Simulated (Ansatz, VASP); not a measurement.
## TiAl: VASP beside Ansatz

```
CELL_PARAMETERS angstrom
2.80023 0.00000 0.00000
-1.40011 2.42507 0.00000
0.00000 0.00000 4.42837
ATOMIC_POSITIONS crystal
Ti 0.00000 0.00000 0.00000
Al 0.33333 0.66667 0.50000
```

Alike in both runs: task single point; functional PBE; k mesh 18 × 18 × 10; occupations gaussian, width 0.1 eV; no spin polarisation.

```csv
,VASP,Ansatz
version,VASP 6.6.1,Ansatz 0.2.0
potentials or method,"VASP PAW PBE potentials, release 64 (Ti_sv, Al), cutoff 520 eV","scalar-relativistic, plane waves, PAW"
valence electrons in the cell,15,15
```

```csv
,VASP,Ansatz,Ansatz less VASP
gap on the k mesh at the Fermi level (eV),none,none,-
pressure (GPa),13.9,14.2,+0.27
"traceless stress, the component that is largest in VASP (GPa)",4.09,4.04,-0.048
```

A gap of «none» marks a metal or a gap that the smearing closes.
